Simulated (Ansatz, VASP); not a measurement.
Two plane-wave programs on CdO

Contents of INCAR:

```
PREC = Accurate
ENCUT = 600
EDIFF = 1E-6
ISMEAR = 0
SIGMA = 0.05
LREAL = False
LASPH = True
NELM = 120
ALGO = Normal
ISIF = 2
LWAVE = False
LCHARG = True
GGA = PE
IVDW = 13
LELF = True
LVHAR = True
NBANDS = 16
GGA_COMPAT = False
```

KPOINTS

```
regular mesh
0
Gamma
  8 8 8
```

POSCAR

```
CdO
1.0
    0.0000000000      2.3634451912      2.3634451912
    2.3634451912      0.0000000000      2.3634451912
    2.3634451912      2.3634451912      0.0000000000
Cd O
1 1
Direct
    0.0000000000      0.0000000000      0.0000000000
    0.5000000000      0.5000000000      0.5000000000
```

Input for Ansatz:

```yaml
crystal:
  lattice:
    - [0.0, 2.3634451912, 2.3634451912]
    - [2.3634451912, 0.0, 2.3634451912]
    - [2.3634451912, 2.3634451912, 0.0]
  atoms:
    - { symbol: Cd, position: [0.0, 0.0, 0.0] }
    - { symbol: O, position: [0.5, 0.5, 0.5] }
basis:
  ecutwfc: 420
  ecutrho_ratio: 4
kpoints:
  mp_grid: { grid: [8, 8, 8] }
hamiltonian:
  xc: pbe
  dispersion: d4
scf:
  occupations: { method: gaussian, width: 0.05 }
output:
  forces: true
  stress: true
  eigenvalues: true
```

Alike in both runs: task single point; functional PBE; dispersion D4; k mesh 8 × 8 × 8; occupations gaussian, width 0.05 eV; no spin polarisation.

|  | VASP | Ansatz |
| --- | --- | --- |
| version | VASP 6.6.1 | Ansatz 0.2.0 |
| potentials or method | VASP PAW PBE potentials, release 64 (Cd, O), cutoff 600 eV | scalar-relativistic, plane waves, PAW |
| valence electrons in the cell | 18 | 26 |

Ansatz gave:

- gap on the k mesh at the Fermi level (eV): none
- pressure (GPa): 0.0

**Question.** What did VASP give for the same quantities?

**Answer.** gap on the k mesh at the Fermi level (eV): none; pressure (GPa): 1.1.

A gap of «none» marks a metal or a gap that the smearing closes. VASP's potentials hold 18 valence electrons a cell and Ansatz's 26, so a difference there can come from the potentials and not from the codes.
